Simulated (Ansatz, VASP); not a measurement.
# Ta3HN3: VASP beside Ansatz

```
Ta N H
1.0
     3.12282    0.00000    0.00000
     0.00000    3.12282    0.00000
     0.00000    0.00000   21.59084
Ta N H
3 3 1
Direct
  0.00000 0.00000 0.18526
  0.50000 0.50000 0.28904
  0.00000 0.00000 0.38324
  0.50000 0.50000 0.18526
  0.00000 0.00000 0.28439
  0.50000 0.50000 0.39789
  0.62500 0.62500 0.50210
```

Alike in both runs: task single point; functional PBE; k mesh 9 × 9 × 1; occupations gaussian, width 0.1 eV; collinear spin.

|  | VASP | Ansatz |
| --- | --- | --- |
| version | VASP 6.6.1 | Ansatz 0.2.0 |
| potentials or method | VASP PAW PBE potentials, release 64 (Ta_pv, N, H), cutoff 520 eV | scalar-relativistic, plane waves, PAW |
| valence electrons in the cell | 49 | 55 |

Ansatz gave:

| Quantity | Value |
| --- | --- |
| gap on the k mesh at the Fermi level (eV) | none |
| rms of the force components (eV/Å) | 0.495 |
| net moment per atom (μB) | 0.05 |
| size of the moment on the site where the two differ most (μB) | 0.57 |

Problem. Which values does VASP return?

Solution. gap on the k mesh at the Fermi level (eV): none; rms of the force components (eV/Å): 0.493; net moment per atom (μB): 0.05; size of the moment on the site where the two differ most (μB): 0.29.

Site moments also hang on the region over which each program counts them. A gap of «none» marks a metal or a gap that the smearing closes. With one functional, cell and mesh, what is left measures potentials, basis and numerics. VASP's potentials hold 49 valence electrons a cell and Ansatz's 55, so a difference there can come from the potentials and not from the codes.

Spin-orbit coupling is off throughout.
